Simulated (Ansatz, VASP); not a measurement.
## SiO2 in VASP and in Ansatz

```
Si O
1.0
     5.10538    0.00000    0.00000
    -2.55269    4.42139    0.00000
     0.00000    0.00000    5.58504
Si O
3 6
Direct
  0.00000 0.50000 0.33333
  0.50000 0.50000 0.66667
  0.50000 0.00000 0.00000
  0.58396 0.79198 0.83333
  0.79198 0.58396 0.50000
  0.79198 0.20802 0.16667
  0.41604 0.20802 0.83333
  0.20802 0.41604 0.50000
  0.20802 0.79198 0.16667
```

Alike in both runs: functional PBE; k mesh 6 × 6 × 4; occupations gaussian, width 0.02 eV; no spin polarisation.

Ansatz relaxed the structure, and its values are those at the end. VASP's run is a single point on that final structure, the one shown.

```csv
,VASP,Ansatz
version,VASP 6.6.1,Ansatz 0.2.0
potentials or method,"VASP PAW PBE potentials, release 64 (Si, O), cutoff 520 eV","scalar-relativistic, plane waves, PAW"
valence electrons in the cell,48,48
```

```csv
,VASP,Ansatz,Ansatz less VASP
gap on the k mesh at the Fermi level (eV),5.55,5.55,+0.002
least direct gap on the mesh (eV),5.73,5.73,-0.001
pressure (GPa),0.1,0.0,-0.08
rms of the force components (eV/Å),0.006,0.000,-0.0057
```

The functional is the same, so the differences come from potentials, cutoffs and numerics.
